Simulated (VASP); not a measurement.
Here is a VASP 6.6.1 calculation.

The input INCAR:

```
  PREC = Accurate
  ENCUT = 570
  EDIFF = 1E-6
  ISMEAR = 0
  SIGMA = 0.15
  LREAL = False
  LASPH = True
  NELM = 120
  ALGO = Normal
  ISIF = 2
  LWAVE = False
  LCHARG = False
  NBANDS = 22
  GGA_COMPAT = False
```

The input KPOINTS:

```
regular mesh
0
Gamma
  16 16 14
```

The input POSCAR:

```
ZnPt
1.0
    2.8640000000      0.0035800000      0.0000000000
    0.0035800000      2.8640000000      0.0000000000
    0.0000000000      0.0000000000      3.5100000000
Zn Pt
1 1
Direct
    0.5000000000      0.5000000000      0.5000000000
    0.0000000000      0.0000000000      0.0000000000
```

Potentials or basis: VASP PAW LDA potentials, release 64 (Zn, Pt_sv_GW).

Run with:

```bash
$ cat potpaw_LDA.64/Zn/POTCAR potpaw_LDA.64/Pt_sv_GW/POTCAR > POTCAR
$ mpirun -np 1 vasp_std > vasp.out
```

Q: Predict the band gap on the k mesh.

A: Zero (bands 15 and 16 overlap by 4.59 eV).

Q: Estimate the pressure.

A: -10.8 GPa.

Stress tensor (GPa, compression positive):
```
-10.79  -0.13   0.00
 -0.13 -10.79   0.00
  0.00   0.00 -10.81
```

Caveat: the cell differs from its parent crystal (strain +0.0025 x Voigt [0, 0, 0, 0, 0, 1]); the cell stands under tension; spin-orbit coupling is left out, which moves the levels of the heavy elements.
